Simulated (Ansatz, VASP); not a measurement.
## One calculation of BaTiO3, two programs

File INCAR:

```
PREC = Accurate
ENCUT = 520
EDIFF = 1E-7
ISMEAR = -1
SIGMA = 0.02
LREAL = F
LASPH = T
NELM = 100
ALGO = Normal
ISIF = 2
LWAVE = F
LCHARG = F
GGA = PE
NBANDS = 28
```

Contents of KPOINTS:

```
regular mesh
0
Gamma
  6 6 6
```

The input POSCAR:

```
BaTiO3
1.0
    3.8925998650      0.0000000000      0.0000000000
    0.0000000000      3.8925998650      0.0000000000
    0.0000000000      0.0000000000      4.0307262038
Ba Ti O
1 1 3
Direct
    0.5000000000      0.5000000000      0.5802032617
    0.0000000000      0.0000000000      0.0957206811
    0.0000000000      0.5000000000      0.0642725252
    0.5000000000      0.0000000000      0.0642725252
    0.0000000000      0.0000000000      0.5555279967
```

Input for Ansatz:

```yaml
crystal:
  lattice:
    - [3.892599865, 0.0, 0.0]
    - [0.0, 3.892599865, 0.0]
    - [0.0, 0.0, 4.0307262038]
  atoms:
    - { symbol: Ba, position: [0.5, 0.5, 0.5802032617] }
    - { symbol: Ti, position: [0.0, 0.0, 0.0957206811] }
    - { symbol: O, position: [0.0, 0.5, 0.0642725252] }
    - { symbol: O, position: [0.5, 0.0, 0.0642725252] }
    - { symbol: O, position: [0.0, 0.0, 0.5555279967] }
kpoints:
  mp_grid: { grid: [6, 6, 6] }
  band_path:
    path:
      - [0.0, 0.0, 0.0]
      - [0.0, 0.5, 0.0]
      - [0.5, 0.5, 0.0]
      - [0.0, 0.0, 0.5]
      - [0.0, 0.5, 0.5]
      - [0.5, 0.5, 0.5]
    npoints: 1
hamiltonian:
  xc: pbe
scf:
  occupations: { method: fermi_dirac, width: 0.02 }
  n_extra_bands: 5
output:
  forces: true
  stress: true
  eigenvalues: true
```

Change from the starting cell: hydrostatic strain -2.0%.

Alike in both runs: task single point; functional PBE; k mesh 6 × 6 × 6; occupations fermi-dirac, width 0.02 eV; no spin polarisation.

|  | VASP | Ansatz |
| --- | --- | --- |
| version | VASP 6.6.1 | Ansatz 0.2.0 |
| potentials or method | VASP PAW PBE potentials, release 64 (Ba_sv, Ti_sv, O) | plane waves, PAW |
| plane-wave cutoff (eV) | 520 | 420 |
| valence electrons in the cell | 40 | 40 |

Ansatz gave:

```
gap on the k mesh at the Fermi level (eV)                     : 1.95
pressure (GPa)                                                : 13.2
traceless stress, the component that is largest in VASP (GPa) : -2.83
rms of the force components (eV/Å)                            : 0.029
```

What did VASP give for the same quantities?

gap on the k mesh at the Fermi level (eV): 1.88; pressure (GPa): 15.4; traceless stress, the component that is largest in VASP (GPa): -2.91; rms of the force components (eV/Å): 0.041.

Atom by atom the forces differ by 0.019 eV/Å (rms over components). With one functional, cell and mesh, what is left measures potentials, basis and numerics.

Neither program's run includes spin-orbit coupling.
